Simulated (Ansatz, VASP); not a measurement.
Zr2Mo: VASP beside Ansatz

```
CELL_PARAMETERS angstrom
4.70603 0.00000 0.00000
-2.35301 4.07554 0.00000
0.00000 0.00000 3.12887
ATOMIC_POSITIONS crystal
Zr 0.33333 0.66667 0.28414
Zr 0.66667 0.33333 0.71586
Mo 0.00000 0.00000 0.00000
```

Change from the starting cell: the structure that the rattled AlB2 type (P6/mmm, No. 191) fell into.

Alike in both runs: functional PBE; k mesh 12 × 12 × 14; occupations gaussian, width 0.1 eV; no spin polarisation.

Ansatz relaxed the structure, and its values are those at the end. VASP's run is a single point on that final structure, the one shown.

```csv
,VASP,Ansatz
version,VASP 6.6.1,Ansatz 0.2.0
potentials or method,"VASP PAW PBE potentials, release 64 (Zr_sv, Mo_sv), cutoff 520 eV","scalar-relativistic, plane waves, PAW"
valence electrons in the cell,38,38
```

```csv
,VASP,Ansatz,Ansatz less VASP
gap on the k mesh at the Fermi level (eV),none,none,-
pressure (GPa),0.1,0.0,-0.11
```

A gap of «none» marks a metal or a gap that the smearing closes.
